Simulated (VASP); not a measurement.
# TiAl in VASP: notebook, part 2 of 2

VASP 6.6.1. The steps go on from the part before.

## 3. Single point, LDA (normal strain along x -0.0550, normal strain along y -0.0275)

Contents of INCAR:

```
SYSTEM = TiAl
ALGO     = Fast           ! electronic algorithm
EDIFF    = 1E-7           ! SCF threshold, eV
ENCUT    = 520            ! plane-wave cutoff, eV
ISIF     = 2              ! what is computed and relaxed
ISMEAR   = 0              ! smearing method
LASPH    = .True.         ! aspherical terms in the spheres
LCHARG   = .True.         ! write CHGCAR
LELF     = .True.         ! ELF
LREAL    = .False.        ! projectors in reciprocal space
LVHAR    = .True.       
LWAVE    = .False.        ! write WAVECAR
NBANDS   = 14             ! bands
NELM     = 80             ! most SCF steps
PREC     = Accurate       ! precision mode
SIGMA    = 0.15           ! smearing width, eV
```

Contents of KPOINTS:

```
k-points
0
Gamma
  14 14 14
  0 0 0
```

Contents of POSCAR:

```
TiAl
1.0
    2.9522614856      0.0000000000      0.0000000000
    0.0000000000      3.0381738569      0.0000000000
    0.0000000000      0.0000000000      3.1240862282
Ti Al
1 1
Direct
    0.0000000000      0.0000000000      0.0000000000
    0.5000000000      0.5000000000      0.5000000000
```

Potentials or basis: VASP PAW LDA potentials, release 64 (Ti_sv, Al).

Started as:

```console
> cat potpaw_LDA.64/Ti_sv/POTCAR potpaw_LDA.64/Al/POTCAR > POTCAR
> mpirun -np 1 vasp_std > vasp.out
```

OUTCAR:

```text
SYSTEM = TiAl
   EDIFF = 1E-7
   ENCUT = 520
   ISIF = 2
   ISMEAR = 0
   LASPH = .True.
   LREAL = .False.
   NELM = 80
   PREC = Accurate

 ion  position               nearest neighbor table
   1  0.000  0.000  0.000-   2 2.63   2 2.63   2 2.63   2 2.63   2 2.63   2 2.63   2 2.63   2 2.63

   2  0.500  0.500  0.500-   1 2.63   1 2.63   1 2.63   1 2.63   1 2.63   1 2.63   1 2.63   1 2.63

  LATTYP: Found a simple orthorhombic cell.
 ALAT       =     2.9522614856
 B/A-ratio  =     1.0291005291
 C/A-ratio  =     1.0582010582

  Lattice vectors:

 A1 = (   2.9522614856,   0.0000000000,   0.0000000000)
 A2 = (   0.0000000000,   3.0381738569,   0.0000000000)
 A3 = (   0.0000000000,   0.0000000000,   3.1240862282)

Analysis of symmetry for initial positions (statically):
=====================================================================
 Subroutine PRICEL returns:
 Original cell was already a primitive cell.

 Routine SETGRP: Setting up the symmetry group for a
 simple orthorhombic supercell.

 Subroutine GETGRP returns: Found  8 space group operations
 (whereof  8 operations were pure point group operations)
 out of a pool of  8 trial point group operations.

The static configuration has the point symmetry D_2h.

[... 171 lines left out ...]
      1     -45.8732      2.00000
      2     -22.4869      2.00000
      3     -22.4423      2.00000
      4     -22.3828      2.00000
      5       0.2533      2.00000
      6       8.1981      2.00000
      7       8.3496      2.00000
      8      11.9606      0.00000
      9      12.1474      0.00000
     10      12.2952      0.00000
     11      14.3701      0.00000
     12      15.1675      0.00000
     13      16.0506      0.00000
     14      19.6554      0.00000
[... 377 lines left out ...]
      1     -45.8279      2.00000
      2     -22.7425      2.00000
      3     -22.4591      2.00000
      4     -22.4458      2.00000
      5       4.3397      2.00000
      6       4.9716      2.00000
      7       9.5716      1.99998
      8       9.7531      1.98806
      9       9.9469      1.50794
     10      11.8724      0.00000
     11      13.9626      0.00000
     12      17.0235      0.00000
     13      18.6666      0.00000
     14      20.3719      0.00000

 [... further k-points ...]
[... 5 lines left out ...]
  --------------------------------------------------------------------------------------
  -------------------------------------------------------------------------------------
  Total        2.0537166      2.0441117      2.6419470     -0.0000000      0.0000000      0.0000000
  in kB      117.4250173    116.8758401    151.0581724     -0.0000000      0.0000000      0.0000000
  external PRESSURE =     128.4530099 kB  Pullay stress =       0.0000000 kB

 VOLUME and BASIS-vectors are now :
 -----------------------------------------------------------------------------
  energy-cutoff  :      520.00
  volume of cell :       28.02
      direct lattice vectors                 reciprocal lattice vectors
     2.952261486  0.000000000  0.000000000     0.338723384  0.000000000  0.000000000
     0.000000000  3.038173857  0.000000000     0.000000000  0.329145088  0.000000000
     0.000000000  0.000000000  3.124086228     0.000000000  0.000000000  0.320093598

 POSITION                                       TOTAL-FORCE (eV/Angst)
 -----------------------------------------------------------------------------------
      0.00000      0.00000      0.00000         0.000000      0.000000      0.000000
      1.47613      1.51909      1.56204         0.000000      0.000000      0.000000
 -----------------------------------------------------------------------------------
    total drift:                                0.000000      0.000000      0.000000

  FREE ENERGIE OF THE ION-ELECTRON SYSTEM (eV)
  ---------------------------------------------------
  free  energy   TOTEN  =       -13.2265191083 eV

  energy  without entropy=      -13.2026433820  energy(sigma->0) =      -13.21458125
```

OSZICAR:

```text
N       E                     dE             d eps       ncg     rms          rms(c)
DAV:   1     0.100945578759E+03    0.10095E+03   -0.72014E+03 14354   0.112E+03
DAV:   2    -0.919080374388E+01   -0.11014E+03   -0.10583E+03 14846   0.304E+02
DAV:   3    -0.144978104054E+02   -0.53070E+01   -0.51742E+01 21522   0.642E+01
[... 21 lines left out ...]
RMM:  25    -0.132265185358E+02   -0.26749E-06   -0.24451E-06 13421   0.501E-03    0.830E-05
RMM:  26    -0.132265187809E+02   -0.24508E-06   -0.24508E-06 11940   0.428E-03    0.862E-05
RMM:  27    -0.132265189137E+02   -0.13280E-06   -0.12546E-06 11410   0.370E-03    0.674E-05
RMM:  28    -0.132265190392E+02   -0.12554E-06   -0.12699E-06 11097   0.333E-03    0.841E-05
RMM:  29    -0.132265191083E+02   -0.69102E-07   -0.68237E-07 10378   0.292E-03
   1 F= -.13226519E+02 E0= -.13214581E+02  d E =-.238757E-01
```

stdout:

```text
POSCAR found type information on POSCAR TiAl
 POSCAR found :  2 types and       2 ions
 scaLAPACK will be used
 LDA part: xc-table for (Slater(with rela. corr.)+CA(PZ))
 , standard interpolation
 POSCAR, INCAR and KPOINTS ok, starting setup
 FFT: planning ... GRIDC
[... 38 lines left out ...]
WARNING in EDDRMM: call to ZHEGV failed, returncode =   8  4      6
WARNING in EDDRMM: call to ZHEGV failed, returncode =   8  4     10
 num prob WARNING in EDDRMM: call to ZHEGV failed, returncode =   6  3      6
 num prob WARNING in EDDRMM: call to ZHEGV failed, returncode =   6  3      5
 num prob WARNING in EDDRMM: call to ZHEGV failed, returncode =   6  3      5
WARNING in EDDRMM: call to ZHEGV failed, returncode =   8  4      5
WARNING in EDDRMM: call to ZHEGV failed, returncode =   6  3     12
WARNING in EDDRMM: call to ZHEGV failed, returncode =   6  3      5
 num prob  num prob RMM:  29    -0.132265191083E+02   -0.69102E-07   -0.68237E-07 10378   0.292E-03
```

It took 7.6 min on 1 thread of Intel Xeon 8259CL, shared host; peak memory 0.31 GiB.

Results:

```yaml
Free_energy: -13.2265 eV
Pressure: 12.8 GPa
Band_gap_on_the_k_mesh: zero (an odd number of electrons rules out a gap without spin polarisation)
```

Levels at points of the mesh, in eV from the Fermi level:
```tsv
k point	band 4	band 5	band 6	band 7	band 8	band 9	band 10	band 11	band 12	band 13
(0.00, 0.00, 0.00)	-32.40	-9.77	-1.82	-1.67	1.94	2.13	2.28	4.35	5.15	6.03
(0.50, 0.00, 0.00)	-32.43	-5.78	-5.42	-0.59	-0.18	0.18	2.27	4.02	6.73	9.50
(0.00, 0.50, 0.00)	-32.38	-6.09	-5.49	-0.69	-0.20	0.54	2.38	3.64	6.71	9.48
(0.50, 0.50, 0.00)	-32.44	-5.19	-1.93	-1.73	-1.53	0.47	0.55	3.45	5.99	5.99
(0.00, 0.00, 0.50)	-32.38	-6.38	-5.54	-0.75	0.15	0.53	2.48	3.26	6.80	10.17
(0.50, 0.00, 0.50)	-32.41	-5.36	-2.17	-1.78	-1.58	0.68	0.84	3.25	5.75	5.91
(0.00, 0.50, 0.50)	-32.36	-5.55	-2.23	-2.05	-1.64	1.00	1.06	3.14	5.36	5.82
(0.50, 0.50, 0.50)	-32.65	-3.50	-3.49	-3.48	1.46	3.24	3.30	3.47	3.53	3.64
```

Caveat: the cell differs from its parent crystal (normal strain along x -0.0550, normal strain along y -0.0275); the cell stands under pressure.

## 4. Single point, LDA (normal strain along x +0.0275, normal strain along y +0.0275)

Contents of INCAR:

```
SYSTEM = TiAl
PREC = Accurate ; ENCUT = 520
EDIFF = 1E-7 ; ISMEAR = 0
SIGMA = 0.15 ; LREAL = .False.
LASPH = .True. ; NELM = 100
ALGO = Normal ; ISIF = 2
LWAVE = .False. ; LCHARG = .False.
NBANDS = 14
```

Contents of KPOINTS:

```
Automatic mesh
0
Gamma
  14 14 14
  0 0 0
```

Contents of POSCAR:

```
TiAl
1.0
    3.2099985995      0.0000000000      0.0000000000
    0.0000000000      3.2099985995      0.0000000000
    0.0000000000      0.0000000000      3.1240862282
Ti Al
1 1
Direct
    0.0000000000      0.0000000000      0.0000000000
    0.5000000000      0.5000000000      0.5000000000
```

Started as:

```console
> cat potpaw_LDA.64/Ti_sv/POTCAR potpaw_LDA.64/Al/POTCAR > POTCAR
> mpirun -np 1 vasp_std > vasp.out
```

Wall time 2.1 min (1 thread of Intel Xeon 8259CL, shared host); peak memory 0.23 GiB.

Results (log left out):

```yaml
Free_energy: -13.2838 eV
Pressure: -5.9 GPa
Band_gap_on_the_k_mesh: zero (an odd number of electrons rules out a gap without spin polarisation)
```

Stress tensor (GPa, compression positive):
```
-5.45  0.00  0.00
 0.00 -5.45  0.00
 0.00  0.00 -6.73
```

Levels at points of the mesh, in eV from the Fermi level:
| k point | band 3 | band 4 | band 5 | band 6 | band 7 | band 8 | band 9 | band 10 | band 11 | band 12 |
| --- | --- | --- | --- | --- | --- | --- | --- | --- | --- | --- |
| (0.00, 0.00, 0.00) | -32.79 | -32.75 | -9.18 | -1.44 | -1.37 | 1.66 | 1.80 | 1.80 | 4.17 | 4.17 |
| (0.50, 0.00, 0.00) | -32.77 | -32.73 | -6.04 | -5.13 | -0.56 | 0.01 | 0.32 | 1.99 | 2.89 | 6.62 |
| (0.50, 0.50, 0.00) | -32.92 | -32.72 | -5.11 | -2.10 | -2.10 | -1.47 | 0.81 | 0.81 | 2.66 | 4.52 |
| (0.00, 0.00, 0.50) | -32.77 | -32.77 | -5.79 | -5.07 | -0.49 | 0.02 | 0.02 | 1.90 | 3.20 | 6.61 |
| (0.50, 0.00, 0.50) | -32.92 | -32.75 | -4.93 | -2.04 | -1.88 | -1.41 | 0.57 | 0.63 | 2.77 | 4.74 |
| (0.50, 0.50, 0.50) | -32.90 | -32.90 | -3.06 | -3.06 | -3.06 | 0.57 | 2.73 | 2.87 | 2.96 | 2.96 |

Caveat: the cell differs from its parent crystal (normal strain along x +0.0275, normal strain along y +0.0275); the cell stands under tension.

## 5. The runs side by side

| cell | gap on the mesh (eV) | pressure (GPa) |
| --- | --- | --- |
| a = 3.038, b = 3.210, c = 3.124 Å, 2 atoms | none | 0.4 |
| a = 2.952, b = 3.038, c = 3.124 Å, 2 atoms | none | 12.8 |
| a = 3.210, b = 3.210, c = 3.124 Å, 2 atoms | none | -5.9 |

Alike in all rows: task single point; level LDA; potentials or basis VASP PAW LDA potentials, release 64 (Ti_sv, Al); no spin polarisation; k mesh 14 × 14 × 14; cutoff (eV) 520; smearing gaussian 0.15 eV.

Caveats: the cell stands under pressure (at least some runs); the cell stands under tension (at least some runs).

Absolute energies hang on the potentials; compare differences alone.
